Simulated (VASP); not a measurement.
# Mg5Cd3O8 (R-3m) in VASP: further runs

Runs on Mg5Cd3O8. Level: PBEsol. Tasks: single point, relaxation of cell and atoms.

All numbers are computed with VASP 6.6.1; they aren't measurements. Logs are shortened: lines on timing, memory, paths and dates and some standing lists are left out, and cuts for length are marked.

## (1) The cell of the first run

Symmetry: R-3m, No. 166, trigonal system. The conventional cell has a = 6.228 Å, b = 6.228 Å, c = 15.402 Å, α = 90.00°, β = 90.00°, γ = 120.00°. Cd (site symmetry 2/m) has 6 O at 2.30 to 2.31 Å within 3.0 Å. Mg (site symmetry -3m) has 6 O at 2.22 Å within 2.9 Å. Within 2.9 Å of Mg (site symmetry -3m) lie 6 O at 2.21 Å. Within 2.8 Å of Mg (site symmetry 2/m) lie 6 O at 2.11 to 2.12 Å. O (site symmetry m) has 4 Mg at 2.12 to 2.22 Å and 2 Cd at 2.30 Å within 2.8 Å. O (site symmetry 3m) has 3 Mg at 2.11 Å and 3 Cd at 2.31 Å within 2.8 Å.

## (2) Single point, PBEsol

The input, INCAR:

```
PREC = Accurate
ENCUT = 520
EDIFF = 1E-6
ISMEAR = 0
SIGMA = 0.02
LREAL = Auto
LASPH = T
NELM = 60
ALGO = Normal
ISIF = 2
LWAVE = F
LCHARG = T
GGA = PS
LELF = T
LVHAR = T
NBANDS = 61
```

The input, KPOINTS:

```
regular mesh
0
Gamma
  3 3 6
```

The input, POSCAR:

```
Mg5Cd3O8
1.0
   -4.4039674633     -4.4039674633      0.0000000000
   -4.4039674633      0.0000000000     -4.4039674633
    0.0280857578     -4.4320532211     -4.4320532211
Cd Mg O
3 5 8
Direct
    0.5000000000      0.5000000000      0.5000000000
    0.0000000000      0.5000000000      0.5000000000
    0.5000000000      0.0000000000      0.5000000000
    0.0000000000      0.0000000000      0.5000000000
    0.5000000000      0.5000000000      0.0000000000
    0.0000000000      0.5000000000      0.0000000000
    0.5000000000      0.0000000000      0.0000000000
    0.0000000000      0.0000000000      0.0000000000
    0.2501692103      0.2501692103      0.2298403444
    0.7698212351      0.2501692103      0.2298403444
    0.2501692103      0.7698212351      0.2298403444
    0.7610907033      0.7610907033      0.2167278901
    0.2389092967      0.2389092967      0.7832721099
    0.7498307897      0.2301787649      0.7701596556
    0.2301787649      0.7498307897      0.7701596556
    0.7498307897      0.7498307897      0.7701596556
```

Potentials or basis: VASP PAW PBE potentials, release 64 (Cd, Mg, O).

Launch:

```sh
> cat potpaw_PBE.64/Cd/POTCAR potpaw_PBE.64/Mg/POTCAR potpaw_PBE.64/O/POTCAR > POTCAR
> mpirun -np 1 vasp_std > vasp.out
```

OUTCAR:

```text
PREC = Accurate
   ENCUT = 520
   EDIFF = 1E-6
   ISMEAR = 0
   LREAL = Auto
   LASPH = T
   NELM = 60
   ISIF = 2
   GGA = PS

 ion  position               nearest neighbor table
   1  0.500  0.500  0.500-  10 2.30  11 2.30  14 2.30  15 2.30  12 2.31  13 2.31   2 3.11   3 3.11
                             3 3.11   4 3.11   2 3.11   4 3.11   5 3.13   5 3.13   7 3.13   6 3.13
   2  0.000  0.500  0.500-   9 2.30  16 2.30  14 2.30  11 2.30  12 2.31  13 2.31   1 3.11   4 3.11
                             3 3.11   4 3.11   1 3.11   3 3.11   6 3.13   5 3.13   8 3.13   6 3.13
   3  0.500  0.000  0.500-   9 2.30  16 2.30  15 2.30  10 2.30  12 2.31  13 2.31   1 3.11   4 3.11
                             1 3.11   2 3.11   2 3.11   4 3.11   7 3.13   5 3.13   5 3.13   7 3.13
   4  0.000  0.000  0.500-  10 2.22  11 2.22  14 2.22  15 2.22   9 2.22  16 2.22   2 3.11   3 3.11
                             1 3.11   2 3.11   1 3.11   3 3.11   8 3.13   6 3.13   6 3.13   7 3.13
   5  0.500  0.500  0.000-   9 2.21  16 2.21  11 2.21  14 2.21  15 2.21  10 2.21   6 3.11   7 3.11
                             7 3.11   8 3.11   6 3.11   8 3.11   3 3.13   1 3.13   1 3.13   2 3.13
   6  0.000  0.500  0.000-  12 2.11  13 2.11  10 2.12  15 2.12   9 2.12  16 2.12   5 3.11   8 3.11
                             7 3.11   8 3.11   5 3.11   7 3.11   4 3.13   2 3.13   1 3.13   1 3.13
   7  0.500  0.000  0.000-  12 2.11  13 2.11  11 2.12  14 2.12   9 2.12  16 2.12   5 3.11   8 3.11
                             5 3.11   6 3.11   6 3.11   8 3.11   1 3.13   3 3.13   1 3.13   4 3.13
   8  0.000  0.000  0.000-  12 2.11  13 2.11  10 2.12  11 2.12  14 2.12  15 2.12   6 3.11   7 3.11
                             5 3.11   6 3.11   5 3.11   7 3.11   2 3.13   4 3.13   2 3.13   3 3.13
   9  0.250  0.250  0.230-   6 2.12   7 2.12   5 2.21   4 2.22   2 2.30   3 2.30
  10  0.770  0.250  0.230-   6 2.12   8 2.12   5 2.21   4 2.22   1 2.30   3 2.30
  11  0.250  0.770  0.230-   7 2.12   8 2.12   5 2.21   4 2.22   1 2.30   2 2.30
  12  0.761  0.761  0.217-   7 2.11   8 2.11   6 2.11   1 2.31   2 2.31   3 2.31
  13  0.239  0.239  0.783-   7 2.11   8 2.11   6 2.11   1 2.31   2 2.31   3 2.31
  14  0.750  0.230  0.770-   7 2.12   8 2.12   5 2.21   4 2.22   1 2.30   2 2.30
  15  0.230  0.750  0.770-   6 2.12   8 2.12   5 2.21   4 2.22   1 2.30   3 2.30
  16  0.750  0.750  0.770-   6 2.12   7 2.12   5 2.21   4 2.22   2 2.30   3 2.30

  LATTYP: Found a trigonal (rhomboedric) cell.
 ALAT       =     6.2679326990
 COS(alpha) =     0.5063267968

  Lattice vectors:

 A1 = (   4.4320532211,  -0.0280857578,  -4.4320532211)
 A2 = (   4.4320532211,  -4.4320532211,  -0.0280857578)
 A3 = (   0.0280857578,  -4.4320532211,  -4.4320532211)

Analysis of symmetry for initial positions (statically):
=====================================================================
 Subroutine PRICEL returns:
 Original cell was already a primitive cell.

 Routine SETGRP: Setting up the symmetry group for a
 trigonal (rhombohedral) supercell.

[... 149 lines left out ...]
   EFERMI =   0.00;   METHOD = LEGACY
   ISMEAR =     0;   SIGMA  =   0.02  broadening in eV -4-tet -1-fermi 0-gaus
   EFERMI_NEDOS =   21; number of points for ismear=-14 and -15
   IALGO  =     38    algorithm
   IMIX   =      4    mixing-type and parameters
     AMIX     =   0.40;   BMIX     =  1.00
     AMIX_MAG =   1.60;   BMIX_MAG =  1.00
  volume/ion in A,a.u.               =      10.78        72.74
  Fermi-wavevector in a.u.,A,eV,Ry     =   1.337268  2.527070 24.331102  1.788286
  Thomas-Fermi vector in A             =   2.465830
   LORBIT       =      0    0 simple, 1 ext, 2 COOP (PROOUT), +10 PAW based schemes
   GGA     = PS    functional components
   LHFCALC =     F    Hartree Fock is set to
   AEXX    =    0.0000 exact exchange contribution
   IVDW    =     0    specifies the selected vdW correction
   LEPSILON=     F    determine dielectric tensor
   LRPA    =     F    only Hartree local field effects (RPA)
 non-spin polarized calculation
 Gauss-broadening in eV      SIGMA  =   0.02
  energy-cutoff  :      520.00
  volume of cell :      172.46
 maximum number of plane-waves:      4681
 NGX is ok and might be reduce to    48
   NGX = 23   NGY = 23   NGZ = 23

 number of electron      93.9999997 magnetization

 Free energy of the ion-electron system (eV)
  ---------------------------------------------------
  ext. energy  EPLUGINS =         0.00000000
  ---------------------------------------------------
  free energy    TOTEN  =       -86.99838721 eV

  energy without entropy =      -86.99838721  energy(sigma->0) =      -86.99838721

 E-fermi :   2.8550     XC(G=0): -11.5670

 val. band max:        2.7208979373   @ k =   0.0000   0.0000   0.0000
 cond. band min:       4.4882902791   @ k =   0.0000   0.0000   0.0000
 fundamental gap:      1.7673923418
 Fermi energy:         2.8549861408

 k-point     1 :       0.0000    0.0000    0.0000
  band No.  band energies     occupation
      1     -14.6695      2.00000
      2     -13.5993      2.00000
      3     -13.5579      2.00000
      4     -13.5579      2.00000
      5     -13.5467      2.00000
      6     -13.5269      2.00000
[... 733 lines left out ...]
     58      12.5067      0.00000
     59      12.5067      0.00000
 [bands above 59 left out]

------------------------ aborting loop because EDIFF is reached ----------------------------------------

  FORCE on cell =-STRESS in cart. coord.  units (eV):
  Direction    XX          YY          ZZ          XY          YZ          ZX
  --------------------------------------------------------------------------------------
  -------------------------------------------------------------------------------------
  Total        0.5926689      0.5926689      0.5926689     -0.0332820      0.0332820     -0.0332820
  in kB        5.5058663      5.5058663      5.5058663     -0.3091879      0.3091879     -0.3091879
  external PRESSURE =       5.5058663 kB  Pullay stress =       0.0000000 kB

 VOLUME and BASIS-vectors are now :
 -----------------------------------------------------------------------------
  energy-cutoff  :      520.00
  volume of cell :      172.46
      direct lattice vectors                 reciprocal lattice vectors
    -4.403967463 -4.403967463  0.000000000    -0.113175396 -0.113892585  0.113175396
    -4.403967463  0.000000000 -4.403967463    -0.113175396  0.113175396 -0.113892585
     0.028085758 -4.432053221 -4.432053221     0.112458208 -0.112458208 -0.112458208

 POSITION                                       TOTAL-FORCE (eV/Angst)
 -----------------------------------------------------------------------------------
     -4.38992     -4.41801     -4.41801         0.000000      0.000000     -0.000000
     -2.18794     -2.21603     -4.41801         0.000000      0.000000      0.000000
     -2.18794     -4.41801     -2.21603         0.000000      0.000000      0.000000
      0.01404     -2.21603     -2.21603         0.000000     -0.000000     -0.000000
     -4.40397     -2.20198     -2.20198         0.000000      0.000000      0.000000
     -2.20198      0.00000     -2.20198         0.000000      0.000000      0.000000
[... 8 lines left out ...]
     -4.29430     -4.42709     -6.71562         0.072436     -0.000254     -0.072436
     -6.58283     -6.71562     -6.71562         0.000254     -0.072436     -0.072436
 -----------------------------------------------------------------------------------
    total drift:                               -0.000000      0.000000     -0.000000

  FREE ENERGIE OF THE ION-ELECTRON SYSTEM (eV)
  ---------------------------------------------------
  free  energy   TOTEN  =       -86.9983872085 eV

  energy  without entropy=      -86.9983872085  energy(sigma->0) =      -86.99838721
```

OSZICAR:

```text
N       E                     dE             d eps       ncg     rms          rms(c)
DAV:   1     0.717642050096E+03    0.71764E+03   -0.48858E+04  1504   0.150E+03
DAV:   2    -0.443607386339E+02   -0.76200E+03   -0.72847E+03  1668   0.376E+02
DAV:   3    -0.997528084427E+02   -0.55392E+02   -0.54964E+02  1702   0.108E+02
DAV:   4    -0.100420142337E+03   -0.66733E+00   -0.66563E+00  1720   0.129E+01
DAV:   5    -0.100426259301E+03   -0.61170E-02   -0.61120E-02  1704   0.116E+00    0.240E+01
DAV:   6    -0.867746614511E+02    0.13652E+02   -0.45990E+01  2168   0.654E+01    0.191E+01
DAV:   7    -0.872541471341E+02   -0.47949E+00   -0.79684E+00  1654   0.137E+01    0.114E+01
DAV:   8    -0.871295853919E+02    0.12456E+00   -0.23066E+00  1649   0.636E+00    0.329E+00
DAV:   9    -0.870077366341E+02    0.12185E+00   -0.27282E-01  2128   0.300E+00    0.877E-01
DAV:  10    -0.869985548154E+02    0.91818E-02   -0.84957E-02  1625   0.145E+00    0.280E-01
DAV:  11    -0.869987265703E+02   -0.17175E-03   -0.11165E-02  1736   0.453E-01    0.221E-01
DAV:  12    -0.869983810899E+02    0.34548E-03   -0.19541E-03  1694   0.197E-01    0.474E-02
DAV:  13    -0.869983866527E+02   -0.55628E-05   -0.52631E-05  1624   0.393E-02    0.172E-02
DAV:  14    -0.869983872085E+02   -0.55579E-06   -0.55491E-06  1675   0.114E-02
   1 F= -.86998387E+02 E0= -.86998387E+02  d E =-.629373E-23
```

stdout:

```text
POSCAR found type information on POSCAR CdMgO
 POSCAR found :  3 types and      16 ions
 scaLAPACK will be used
 -----------------------------------------------------------------------------
|                                                                             |
|                                                                             |
|     You enforced a specific xc type in the INCAR file but a different       |
|     I HOPE YOU KNOW WHAT YOU ARE DOING!                                     |
|                                                                             |
 -----------------------------------------------------------------------------

 LDA part: xc-table for (Slater+PW92), standard interpolation
 POSCAR, INCAR and KPOINTS ok, starting setup
 FFT: planning ... GRIDC
 FFT: planning ... GRID_SOFT
 FFT: planning ... GRID
 WAVECAR not read
 entering main loop
```

It took 3.8 min on 1 thread of Intel Xeon Platinum 8259CL at 2.50GHz (Skylake/Cascade Lake), shared host; peak memory 0.36 GiB.

Results:

```yaml
Free_energy: -86.9984 eV
Pressure: 0.6 GPa
Largest_force: 0.130 eV/Å
Band_gap_on_the_k_mesh: 1.77 eV, direct
```

Forces in eV/Å, atoms in the order of the input:
```
Cd   0.000  0.000  0.000
Cd   0.000  0.000  0.000
Cd   0.000  0.000  0.000
Mg   0.000  0.000  0.000
Mg   0.000  0.000  0.000
Mg   0.000  0.000  0.000
Mg   0.000  0.000  0.000
Mg   0.000  0.000  0.000
O    0.000  0.072  0.072
O   -0.072  0.000  0.072
O   -0.072  0.072  0.000
O   -0.075  0.075  0.075
O    0.075 -0.075 -0.075
O    0.072 -0.072  0.000
O    0.072  0.000 -0.072
O    0.000 -0.072 -0.072
```

Caveat: the PAW data sets were made with another functional, which shifts forces and pressure a little.

## (3) Single point, PBEsol

The input, INCAR:

```
PREC = Accurate
ENCUT = 520
EDIFF = 1E-6
ISMEAR = 0
SIGMA = 0.1
LREAL = Auto
LASPH = T
NELM = 100
ALGO = Normal
ISIF = 2
LWAVE = F
LCHARG = F
GGA = PS
NBANDS = 61
```

The input, KPOINTS:

```
regular mesh
0
Gamma
  4 4 4
```

The input, POSCAR:

```
Mg5Cd3O8
1.0
   -4.4053838073     -4.4053838073      0.0000000000
   -4.4053838073      0.0000000000     -4.4053838073
    0.0225529595     -4.4279367668     -4.4279367668
Cd Mg O
3 5 8
Direct
    0.5000000000      0.5000000000      0.5000000000
    0.0000000000      0.5000000000      0.5000000000
    0.5000000000      0.0000000000      0.5000000000
    0.0000000000      0.0000000000      0.5000000000
    0.5000000000      0.5000000000      0.0000000000
    0.0000000000      0.5000000000      0.0000000000
    0.5000000000      0.0000000000      0.0000000000
    0.0000000000      0.0000000000      0.0000000000
    0.2501485067      0.2501485067      0.2293342563
    0.7703687304      0.2501485067      0.2293342563
    0.2501485067      0.7703687304      0.2293342563
    0.7606654981      0.7606654981      0.2180035058
    0.2393345019      0.2393345019      0.7819964942
    0.7498514933      0.2296312696      0.7706657437
    0.2296312696      0.7498514933      0.7706657437
    0.7498514933      0.7498514933      0.7706657437
```

Potentials or basis: VASP PAW PBE potentials, release 64 (Cd, Mg, O).

Launch:

```sh
> cat potpaw_PBE.64/Cd/POTCAR potpaw_PBE.64/Mg/POTCAR potpaw_PBE.64/O/POTCAR > POTCAR
> mpirun -np 1 vasp_std > vasp.out
```

Wall time 3.9 min (1 thread of Intel Xeon Platinum 8259CL at 2.50GHz (Skylake/Cascade Lake), shared host); peak memory 0.37 GiB.

The run converged. Its results:

```
Free energy            : -87.0005 eV
Pressure               : 0.7 GPa
Largest force          : 0.165 eV/Å
Band gap on the k mesh : 1.77 eV, direct
```

Forces in eV/Å, atoms in the order of the input:
```
Cd   0.000  0.000  0.000
Cd   0.000  0.000  0.000
Cd   0.000  0.000  0.000
Mg   0.000  0.000  0.000
Mg   0.000  0.000  0.000
Mg   0.000  0.000  0.000
Mg   0.000  0.000  0.000
Mg   0.000  0.000  0.000
O    0.000  0.056  0.056
O   -0.056  0.000  0.056
O   -0.056  0.056  0.000
O   -0.095  0.095  0.095
O    0.095 -0.095 -0.095
O    0.056 -0.056  0.000
O    0.056  0.000 -0.056
O    0.000 -0.056 -0.056
```

Stress tensor (GPa, compression positive):
```
 0.70 -0.14 -0.14
-0.14  0.70  0.14
-0.14  0.14  0.70
```

Levels at points of the mesh, in eV from the valence-band top:
```csv
k point,band 45,band 46,band 47,band 48,band 49,band 50
"(0.00, 0.00, 0.00)",-0.12,-0.12,0.00,1.77,5.20,5.75
"(0.50, 0.00, 0.00)",-0.36,-0.34,-0.14,4.00,4.18,6.02
"(0.50, 0.50, 0.00)",-0.43,-0.28,-0.09,4.54,4.86,6.14
"(0.00, 0.00, 0.50)",-0.69,-0.12,-0.12,3.98,5.03,6.35
```

Caveat: the PAW data sets were made with another functional, which shifts forces and pressure a little.

## (4) Single point, PBEsol

The input, INCAR:

```
PREC     = Accurate       # precision mode
ENCUT    = 520            # plane-wave cutoff, eV
EDIFF    = 1E-6           # SCF threshold, eV
ISMEAR   = 0              # smearing method
SIGMA    = 0.02           # smearing width, eV
LREAL    = Auto         
LASPH    = T              # aspherical terms in the spheres
NELM     = 100            # most SCF steps
ALGO     = Normal         # electronic algorithm
ISIF     = 2              # what is computed and relaxed
LWAVE    = F              # write WAVECAR
LCHARG   = F              # write CHGCAR
GGA      = PS             # functional
NBANDS   = 61             # bands
```

The input, KPOINTS:

```
regular mesh
0
Gamma
  6 6 6
```

The input, POSCAR:

```
Mg5Cd3O8
1.0
   -4.4039674661     -4.4039674662      0.0000000000
   -4.4039674661      0.0000000000     -4.4039674662
    0.0280857579     -4.4320532240     -4.4320532240
Cd Mg O
3 5 8
Direct
    0.5000000000      0.5000000000      0.5000000000
    0.0000000000      0.5000000000      0.5000000000
    0.5000000000      0.0000000000      0.5000000000
    0.0000000000      0.0000000000      0.5000000000
    0.5000000000      0.5000000000      0.0000000000
    0.0000000000      0.5000000000      0.0000000000
    0.5000000000      0.0000000000      0.0000000000
    0.0000000000      0.0000000000      0.0000000000
    0.2501692103      0.2501692103      0.2298403435
    0.7698212359      0.2501692103      0.2298403435
    0.2501692103      0.7698212359      0.2298403435
    0.7610907024      0.7610907024      0.2167278928
    0.2389092976      0.2389092976      0.7832721072
    0.7498307897      0.2301787641      0.7701596565
    0.2301787641      0.7498307897      0.7701596565
    0.7498307897      0.7498307897      0.7701596565
```

Launch:

```sh
> cat potpaw_PBE.64/Cd/POTCAR potpaw_PBE.64/Mg/POTCAR potpaw_PBE.64/O/POTCAR > POTCAR
> mpirun -np 1 vasp_std > vasp.out
```

Run time: 5.9 min. Hardware: 1 thread of Intel Xeon 6975P-C (Granite Rapids), shared host; peak memory 0.44 GiB.

It converged, with:

```yaml
Free_energy: -87.0025 eV
Pressure: 0.6 GPa
Largest_force: 0.130 eV/Å
Band_gap_on_the_k_mesh: 1.77 eV, direct
```

Forces on the atoms (eV/Å):
```
Cd   0.000  0.000  0.000
Cd   0.000  0.000  0.000
Cd   0.000  0.000  0.000
Mg   0.000  0.000  0.000
Mg   0.000  0.000  0.000
Mg   0.000  0.000  0.000
Mg   0.000  0.000  0.000
Mg   0.000  0.000  0.000
O    0.000  0.073  0.073
O   -0.073  0.000  0.073
O   -0.073  0.073  0.000
O   -0.075  0.075  0.075
O    0.075 -0.075 -0.075
O    0.073 -0.073  0.000
O    0.073  0.000 -0.073
O    0.000 -0.073 -0.073
```

Levels at points of the mesh, in eV from the valence-band top:
```
           k point  band 44  band 45  band 46  band 47  band 48  band 49  band 50  band 51
(0.00, 0.00, 0.00)    -0.25    -0.12    -0.12     0.00     1.77     5.19     5.75     5.75
(0.50, 0.00, 0.00)    -0.45    -0.36    -0.34    -0.13     4.00     4.18     6.01     6.33
(0.50, 0.50, 0.00)    -1.06    -0.42    -0.27    -0.09     4.54     4.85     6.14     6.64
(0.00, 0.00, 0.50)    -0.92    -0.68    -0.12    -0.12     3.98     5.03     6.35     6.45
```

Caveat: the PAW data sets were made with another functional, which shifts forces and pressure a little.

(Part 1 of 2 ends here.)
